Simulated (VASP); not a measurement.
Input of a VASP 6.6.1 run:

POSCAR

```
CaO
1.0
   -0.0389607241      2.3955116665      2.3955116665
    2.3955116665     -0.0389607241      2.3955116665
    2.3955116665      2.3955116665     -0.0389607241
Ca O
1 1
Direct
    0.0000000000      0.0000000000      0.0000000000
    0.5000000000      0.5000000000      0.5000000000
```

File INCAR.step1:

```
SYSTEM = CaO
PREC = Accurate
ENCUT = 520
ISMEAR = 0
SIGMA = 0.01
LREAL = .FALSE.
LASPH = .TRUE.
NELM = 80
NBANDS = 15
GGA = PE
ALGO = Normal
EDIFF = 1E-4
LWAVE = .TRUE.
LCHARG = .FALSE.
```

File INCAR.step2:

```
SYSTEM = CaO
PREC = Accurate
ENCUT = 520
EDIFF = 1E-6
ISMEAR = 0
SIGMA = 0.01
LREAL = .FALSE.
LASPH = .TRUE.
NELM = 80
ALGO = Normal
ISIF = 2
LWAVE = .FALSE.
LCHARG = .FALSE.
METAGGA = R2SCAN
LMIXTAU = .TRUE.
NBANDS = 15
ISTART = 1
```

KPOINTS

```
regular mesh
0
G
  10 10 10
  0 0 0
```

Potentials or basis: VASP PAW PBE potentials, release 64 (Ca_sv, O).

Launch:

```bash
$ cat potpaw_PBE.64/Ca_sv/POTCAR potpaw_PBE.64/O/POTCAR > POTCAR
$ cp INCAR.step1 INCAR
$ mpirun -np 1 vasp_std > vasp.out
$ cp INCAR.step2 INCAR
$ mpirun -np 1 vasp_std > vasp.out
```

Q: Predict the band gap on the k mesh.

A: 4.13 eV (least direct gap 4.53 eV).

Q: Predict the pressure.

A: -1.5 GPa.

Stress tensor (GPa, compression positive):
```
-1.49  1.21  1.21
 1.21 -1.49  1.21
 1.21  1.21 -1.49
```

Caveat: the cell differs from its parent crystal (epitaxial 111 strain +1.5%); the PAW data sets were made with another functional, which shifts forces and pressure a little. A k mesh can miss the band edges.
